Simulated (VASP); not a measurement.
# H in VASP: a series of runs

The runs below take H through single point, with PBE.

Program: VASP 6.6.1. These are calculated values, not measurements. Logs are shortened: lines on timing, memory, paths and dates and some standing lists are left out, and cuts for length are marked.

## Step 1: The cell of the first run

The cell holds a disordered packing, 24 atoms: a = 7.343 Å, b = 7.343 Å, c = 7.343 Å, α = 90.00°, β = 90.00°, γ = 90.00°.

## Step 2: Single point, PBE

INCAR

```
ALGO     = Normal         # electronic algorithm
EDIFF    = 1E-6           # SCF threshold, eV
ENCUT    = 520            # plane-wave cutoff, eV
GGA      = PE             # functional
ISIF     = 2              # what is computed and relaxed
ISMEAR   = -1             # smearing method
LASPH    = T              # aspherical terms in the spheres
LCHARG   = F              # write CHGCAR
LREAL    = Auto         
LWAVE    = F              # write WAVECAR
NBANDS   = 30             # bands
NELM     = 100            # most SCF steps
PREC     = Accurate       # precision mode
SIGMA    = 0.02           # smearing width, eV
```

KPOINTS

```
k-points
0
Gamma
  1 1 1
```

POSCAR

```
H
1.0
    7.3434200000      0.0000000000      0.0000000000
    0.0000000000      7.3434200000      0.0000000000
    0.0000000000      0.0000000000      7.3434200000
H
24
Direct
    0.2982303084      0.0946543767      0.5520347976
    0.2802863593      0.1277825575      0.4577335239
    0.5286889825      0.6873743247      0.9527664026
    0.4317399369      0.7202171331      0.9547972669
    0.9515353384      0.0639519767      0.4360830784
    0.9706184736      0.0547863637      0.3359167328
    0.5088844784      0.0356589852      0.7639196890
    0.5414583401      0.1209803356      0.7172703954
    0.6935966561      0.3977964956      0.1160019891
    0.7901203969      0.3873293635      0.0829061634
    0.1582424478      0.7716312213      0.5791958388
    0.1492201620      0.7928935866      0.4796190130
    0.8448956301      0.4664810656      0.7230065898
    0.7579330331      0.4655936838      0.6684048426
    0.5983055784      0.2361400355      0.4319308000
    0.5302680756      0.2963626874      0.3848826997
    0.8831955328      0.7390259271      0.1585968938
    0.8816740662      0.7364578749      0.0567845239
    0.7081485623      0.9716457126      0.2576477178
    0.6213854101      0.9190496509      0.2506627705
    0.3130005858      0.4190461605      0.8157376532
    0.3517566845      0.3934572597      0.9068947630
    0.7756885399      0.8657993543      0.5989659021
    0.8444438208      0.8318216675      0.6667996527
```

Potentials or basis: VASP PAW PBE potentials, release 64 (H).

Run with:

```console
$ cat potpaw_PBE.64/H/POTCAR > POTCAR
$ mpirun -np 1 vasp_gam > vasp.out
```

OUTCAR:

```text
EDIFF = 1E-6
   ENCUT = 520
   GGA = PE
   ISIF = 2
   ISMEAR = -1
   LASPH = T
   LREAL = Auto
   NELM = 100
   PREC = Accurate

 ion  position               nearest neighbor table
   1  0.298  0.095  0.552-   2 0.75
   2  0.280  0.128  0.458-   1 0.75
   3  0.529  0.687  0.953-   4 0.75
   4  0.432  0.720  0.955-   3 0.75
   5  0.952  0.064  0.436-   6 0.75
   6  0.971  0.055  0.336-   5 0.75
[... 16 lines left out ...]
  23  0.776  0.866  0.599-  24 0.75
  24  0.844  0.832  0.667-  23 0.75

  LATTYP: Found a simple cubic cell.
 ALAT       =     7.3434200000

  Lattice vectors:

 A1 = (   7.3434200000,   0.0000000000,   0.0000000000)
 A2 = (   0.0000000000,   7.3434200000,   0.0000000000)
 A3 = (   0.0000000000,   0.0000000000,   7.3434200000)

Analysis of symmetry for initial positions (statically):
=====================================================================
 Subroutine PRICEL returns:
 Original cell was already a primitive cell.

 Routine SETGRP: Setting up the symmetry group for a
 simple cubic supercell.

 Subroutine GETGRP returns: Found  1 space group operations
 (whereof  1 operations were pure point group operations)
 out of a pool of 48 trial point group operations.

The static configuration has the point symmetry C_1 .

Analysis of symmetry for dynamics (positions and initial velocities):
=====================================================================
 Subroutine PRICEL returns:
 Original cell was already a primitive cell.

 Routine SETGRP: Setting up the symmetry group for a
 simple cubic supercell.

 Subroutine GETGRP returns: Found  1 space group operations
 (whereof  1 operations were pure point group operations)
 out of a pool of 48 trial point group operations.

The dynamic configuration has the point symmetry C_1 .

 Subroutine INISYM returns: Found  1 space group operations
 (whereof  1 operations are pure point group operations),
 and found     1 'primitive' translations

----------------------------------------------------------------------------------------

                                     Primitive cell

  volume of cell :     395.9999

  direct lattice vectors                    reciprocal lattice vectors
[... 109 lines left out ...]
   EDIFFG = 0.1E-04   stopping-criterion for IOM
   NSW    =      0    number of steps for IOM
   IBRION =     -1    ionic relax: 0-MD 1-quasi-New 2-CG
   NFREE  =      0    steps in history (QN), initial steepest desc. (CG)
   ISIF   =      2    stress and relaxation
   ISYM   =      2    0-nonsym 1-usesym 2-fastsym
   POTIM  = 0.5000    time-step for ionic-motion
   TEBEG  =    0.0;   TEEND  =   0.0 temperature during run
   PSTRESS=    0.0 pullay stress
   NELECT =      24.0000    total number of electrons
   NUPDOWN=      -1.0000    fix difference up-down
   EMIN   =  10.00;   EMAX   =-10.00  energy-range for DOS
   EFERMI =   0.00;   METHOD = LEGACY
   ISMEAR =    -1;   SIGMA  =   0.02  broadening in eV -4-tet -1-fermi 0-gaus
   EFERMI_NEDOS =   21; number of points for ismear=-14 and -15
   IALGO  =     38    algorithm
   IMIX   =      4    mixing-type and parameters
     AMIX     =   0.40;   BMIX     =  1.00
     AMIX_MAG =   1.60;   BMIX_MAG =  1.00
  volume/ion in A,a.u.               =      16.50       111.35
  Fermi-wavevector in a.u.,A,eV,Ry     =   0.643053  1.215194  5.626245  0.413517
  Thomas-Fermi vector in A             =   1.709926
   LORBIT       =      0    0 simple, 1 ext, 2 COOP (PROOUT), +10 PAW based schemes
   GGA     = PE    functional components
   LHFCALC =     F    Hartree Fock is set to
   AEXX    =    0.0000 exact exchange contribution
   IVDW    =     0    specifies the selected vdW correction
   LEPSILON=     F    determine dielectric tensor
   LRPA    =     F    only Hartree local field effects (RPA)
 non-spin polarized calculation
  energy-cutoff  :      520.00
  volume of cell :      396.00
 maximum number of plane-waves:      5390
 NGX is ok and might be reduce to    54
   NGX = 27   NGY = 27   NGZ = 27

 number of electron      24.0000000 magnetization

 Free energy of the ion-electron system (eV)
  ---------------------------------------------------
  ext. energy  EPLUGINS =         0.00000000
  ---------------------------------------------------
  free energy    TOTEN  =       -80.96863373 eV

  energy without entropy =      -80.96863373  energy(sigma->0) =      -80.96863373

 E-fermi :  -7.8187     XC(G=0):  -4.3788

 val. band max:       -8.3276931034   @ k =   0.0000   0.0000   0.0000
 cond. band min:       0.0830614416   @ k =   0.0000   0.0000   0.0000
 fundamental gap:      8.4107545449
 Fermi energy:        -7.8186978509

 k-point     1 :       0.0000    0.0000    0.0000
  band No.  band energies     occupation
      1     -10.7927      2.00000
      2      -9.9446      2.00000
      3      -9.9090      2.00000
      4      -9.6678      2.00000
      5      -9.4863      2.00000
      6      -9.2615      2.00000
[... 16 lines left out ...]
     23       2.7042      0.00000
     24       2.7635      0.00000
 [bands above 24 left out]

------------------------ aborting loop because EDIFF is reached ----------------------------------------

  FORCE on cell =-STRESS in cart. coord.  units (eV):
  Direction    XX          YY          ZZ          XY          YZ          ZX
  --------------------------------------------------------------------------------------
  -------------------------------------------------------------------------------------
  Total        1.2210003      1.2722700      0.3089550      0.3653562      0.1591428     -0.0881615
  in kB        4.9400487      5.1474810      1.2500020      1.4781956      0.6438763     -0.3566928
  external PRESSURE =       3.7791772 kB  Pullay stress =       0.0000000 kB

 VOLUME and BASIS-vectors are now :
 -----------------------------------------------------------------------------
  energy-cutoff  :      520.00
  volume of cell :      396.00
      direct lattice vectors                 reciprocal lattice vectors
     7.343420000  0.000000000  0.000000000     0.136176332  0.000000000  0.000000000
     0.000000000  7.343420000  0.000000000     0.000000000  0.136176332  0.000000000
     0.000000000  0.000000000  7.343420000     0.000000000  0.000000000  0.136176332

 POSITION                                       TOTAL-FORCE (eV/Angst)
 -----------------------------------------------------------------------------------
      2.19003      0.69509      4.05382        -0.060746      0.011590     -0.014786
      2.05826      0.93836      3.36133        -0.085811      0.021162     -0.033044
      3.88239      5.04768      6.99656        -0.074982      0.100359      0.011735
      3.17045      5.28886      7.01148         0.117234      0.020450      0.014674
      6.98752      0.46963      3.20234         0.040807      0.043621     -0.148131
      7.12766      0.40232      2.46678        -0.011005      0.089952      0.079649
[... 16 lines left out ...]
      5.69621      6.35793      4.39846         0.053148     -0.054409      0.138482
      6.20111      6.10842      4.89659        -0.126964      0.034419     -0.073577
 -----------------------------------------------------------------------------------
    total drift:                               -0.000572      0.000249     -0.000083

  FREE ENERGIE OF THE ION-ELECTRON SYSTEM (eV)
  ---------------------------------------------------
  free  energy   TOTEN  =       -80.9686337316 eV

  energy  without entropy=      -80.9686337316  energy(sigma->0) =      -80.96863373
```

Run time: 16 s. Hardware: 1 thread of Intel Xeon 6975P-C (Granite Rapids), shared host; peak memory 0.37 GiB.

What came out:

| Item | Value |
| --- | --- |
| Free energy | -80.9686 eV |
| Pressure | 0.4 GPa |
| Largest force | 0.192 eV/Å |

Forces on the atoms (eV/Å):
```
H   -0.061  0.012 -0.015
H   -0.086  0.021 -0.033
H   -0.075  0.100  0.012
H    0.117  0.020  0.015
H    0.041  0.044 -0.148
H   -0.011  0.090  0.080
H    0.108  0.101  0.008
H   -0.014 -0.120  0.149
H    0.161 -0.057 -0.059
H   -0.157 -0.003  0.034
H    0.036 -0.074 -0.088
H    0.040 -0.084  0.105
H   -0.136 -0.030 -0.089
H    0.149 -0.013  0.084
H   -0.018  0.148 -0.081
H    0.134  0.002  0.076
H    0.070 -0.029 -0.043
H    0.081 -0.021 -0.036
H   -0.093  0.024  0.008
H   -0.131 -0.012 -0.002
H   -0.007 -0.078  0.064
H   -0.075 -0.022 -0.103
H    0.053 -0.054  0.138
H   -0.127  0.034 -0.074
```

Levels at points of the mesh, in eV from the Fermi level:
| k point | band 8 | band 9 | band 10 | band 11 | band 12 | band 13 | band 14 | band 15 | band 16 | band 17 |
| --- | --- | --- | --- | --- | --- | --- | --- | --- | --- | --- |
| (0.00, 0.00, 0.00) | -1.14 | -1.12 | -1.02 | -0.76 | -0.51 | 7.90 | 8.14 | 8.59 | 8.96 | 9.25 |

Caveat: the k points lie up to 0.86 Å⁻¹ apart, too coarse for converged energies, forces and pressures.

## Step 3: Single point, PBE

INCAR

```
ALGO = Normal ; EDIFF = 1E-7
ENCUT = 520 ; GGA = PE
ISIF = 2 ; ISMEAR = -1
LASPH = True ; LCHARG = True
LELF = True ; LREAL = Auto
LVHAR = True ; LWAVE = False
NBANDS = 30 ; NELM = 60
PREC = Accurate ; SIGMA = 0.02
```

KPOINTS is that of step 2.

POSCAR

```
H
1.0
    7.3434200000      0.0000000000      0.0000000000
    0.0000000000      7.3434200000      0.0000000000
    0.0000000000      0.0000000000      7.3434200000
H
24
Direct
    0.2016907653      0.1670747417      0.4760588391
    0.2602057352      0.1868066922      0.5535431720
    0.4965397594      0.7606401377      0.9334751383
    0.5861710211      0.7027788142      0.9299345537
    0.8903753292      0.0355147874      0.3797957900
    0.9536837060      0.0866626177      0.3192790280
    0.5731934167      0.1028948365      0.7969311302
    0.4729676363      0.1065715974      0.7836539378
    0.8072941490      0.3538950516      0.0913607011
    0.7926824286      0.2601648823      0.1274746644
    0.2229342731      0.7491604729      0.4823229503
    0.2576320025      0.7275084361      0.5773195596
    0.8877335084      0.5141745944      0.7548798789
    0.9298392302      0.5167619447      0.6602645634
    0.6272418029      0.2828518592      0.3681935665
    0.5236933200      0.2938140539      0.3730822968
    1.0186125811      0.7952016908      0.1869428686
    0.9563391444      0.7298642867      0.1361763320
    0.6264383625      0.8974701161      0.1953585659
    0.5488042356      0.9605469931      0.2258348290
    0.3461466183      0.4355599979      0.8310977719
    0.3455202072      0.3795370549      0.9117141604
    0.8000223329      0.9572379082      0.6307006817
    0.8303488021      0.8688049982      0.6721119043
```

Potentials or basis: VASP PAW PBE potentials, release 64 (H).

Run with:

```console
$ cat potpaw_PBE.64/H/POTCAR > POTCAR
$ mpirun -np 1 vasp_gam > vasp.out
```

Run time: 20 s. Hardware: 1 thread of Intel Xeon 6975P-C (Granite Rapids), shared host; peak memory 0.37 GiB.

It converged, with:

```yaml
Free_energy: -81.0773 eV
Pressure: 0.2 GPa
Largest_force: 1.139 eV/Å
```

Forces in eV/Å, atoms in the order of the input:
```
H   -0.479 -0.155 -0.603
H    0.485  0.176  0.623
H    0.948 -0.627 -0.081
H   -0.945  0.548 -0.028
H   -0.050 -0.038  0.052
H    0.080  0.108 -0.084
H    0.194 -0.030  0.040
H   -0.187 -0.001 -0.023
H    0.059  0.143 -0.114
H    0.012 -0.086 -0.047
H    0.117 -0.077  0.303
H   -0.101  0.069 -0.300
H    0.148 -0.013 -0.339
H   -0.145 -0.015  0.340
H   -0.588  0.085  0.082
H    0.519 -0.043  0.040
H   -0.234 -0.272 -0.208
H    0.247  0.187  0.154
H   -0.507  0.413  0.228
H    0.485 -0.361 -0.126
H   -0.027  0.629 -0.860
H   -0.034 -0.588  0.880
H    0.016 -0.093  0.085
H   -0.012  0.041 -0.013
```

Stress tensor (GPa, compression positive):
```
-0.22  0.26  0.06
 0.26  0.27 -0.10
 0.06 -0.10  0.48
```

Levels at points of the mesh, in eV from the Fermi level:
| k point | band 8 | band 9 | band 10 | band 11 | band 12 | band 13 | band 14 | band 15 | band 16 | band 17 |
| --- | --- | --- | --- | --- | --- | --- | --- | --- | --- | --- |
| (0.00, 0.00, 0.00) | -1.18 | -1.09 | -0.89 | -0.74 | -0.51 | 8.09 | 8.58 | 8.76 | 9.06 | 9.14 |

Caveat: the k points lie up to 0.86 Å⁻¹ apart, too coarse for converged energies, forces and pressures.

[end of part 1 of 2]
